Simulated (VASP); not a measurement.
Set up this calculation in VASP 6.6.1, as the native input.

```yaml
Task: single point
Functional: PBE
Potentials_or_basis: VASP PAW PBE potentials, release 64 (Mo_sv, S)
Cutoff: 520 eV
k_mesh: 12 × 12 × 2
Occupations: fermi-dirac, width 0.02 eV
Spin: no spin polarisation
Dipole_correction: no
Further_INCAR_settings: ALGO = Normal; EDIFF = 1e-07; NBANDS = 35
```

The structure of MoS2 lies in POSCAR:

```
MoS2
1.0
    3.0460991321      0.0000000000      0.0000000000
   -1.5230495661      2.6379992309      0.0000000000
    0.0000000000      0.0000000000     11.9384601209
Mo S
2 4
Direct
    0.3333333333      0.6666666667      0.2500000000
    0.6666666667      0.3333333333      0.7500000000
    0.6666666667      0.3333333333      0.3831236221
    0.6666666667      0.3333333333      0.1168763779
    0.3333333333      0.6666666667      0.8831236221
    0.3333333333      0.6666666667      0.6168763779
```

This cell differs from its parent crystal: strain -4.0%.

One way to write it, as run:

INCAR

```
PREC = Accurate ; ENCUT = 520
EDIFF = 1E-7 ; ISMEAR = -1
SIGMA = 0.02 ; LREAL = False
LASPH = True ; NELM = 80
ALGO = Normal ; ISIF = 2
LWAVE = False ; LCHARG = True
GGA = PE ; LELF = True
LVHAR = True ; NBANDS = 35
```

KPOINTS

```
regular mesh
0
Gamma
  12 12 2
```

Potentials or basis: VASP PAW PBE potentials, release 64 (Mo_sv, S).

The run is started by

```bash
$ cat potpaw_PBE.64/Mo_sv/POTCAR potpaw_PBE.64/S/POTCAR > POTCAR
$ mpirun -np 1 vasp_std > vasp.out
```

It gave:

```yaml
Pressure: 13.8 GPa
Largest_force: 0.164 eV/Å
Band_gap_on_the_k_mesh: 0.75 eV, indirect (least direct gap 1.95 eV)
```

Caveat: the cell differs from its parent crystal (strain -4.0%).

It took 60 s on 1 thread of Intel(R) Xeon(R) 6975P-C (Granite Rapids) (shared host), peak memory 0.26 GiB.
